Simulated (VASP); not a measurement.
Input of a VASP 6.6.1 run:

Contents of INCAR:

```
PREC = Accurate
ENCUT = 600
EDIFF = 1E-6
ISMEAR = 0
SIGMA = 0.02
LREAL = False
LASPH = True
NELM = 80
ALGO = Normal
ISIF = 3
LWAVE = False
LCHARG = False
GGA = PE
IBRION = 2
NSW = 100
EDIFFG = -0.01
```

File KPOINTS:

```
Automatic mesh
0
Gamma
  14 14 14
```

POSCAR

```
Al2BN3
1.0
   -1.4084305701      1.4084305701      5.7507001577
    1.4084305701     -1.4084305701      5.7507001577
    1.4084305701      1.4084305701     -5.7507001577
Al B N
2 1 3
Direct
    0.3395262175      0.3395262175      0.0000000000
    0.6604737825      0.6604737825      0.0000000000
    0.0000000000      0.0000000000      0.0000000000
    0.8430129901      0.8430129901      0.0000000000
    0.1569870099      0.1569870099      0.0000000000
    0.5000000000      0.5000000000      0.0000000000
```

Potentials or basis: VASP PAW PBE potentials, release 64 (Al, B, N).

Launch:

```sh
$ cat potpaw_PBE.64/Al/POTCAR potpaw_PBE.64/B/POTCAR potpaw_PBE.64/N/POTCAR > POTCAR
$ mpirun -np 1 vasp_std > vasp.out
```

Predict the space group after relaxing (to 0.1 Å).

I4/mmm (No. 139).

Estimate the relaxed volume.

7.59 Å³/atom.

Forces in eV/Å, atoms in the order of the input:
```
Al   0.000  0.000  0.002
Al   0.000  0.000 -0.002
B    0.000  0.000  0.000
N    0.000  0.000 -0.006
N    0.000  0.000  0.006
N    0.000  0.000  0.000
```
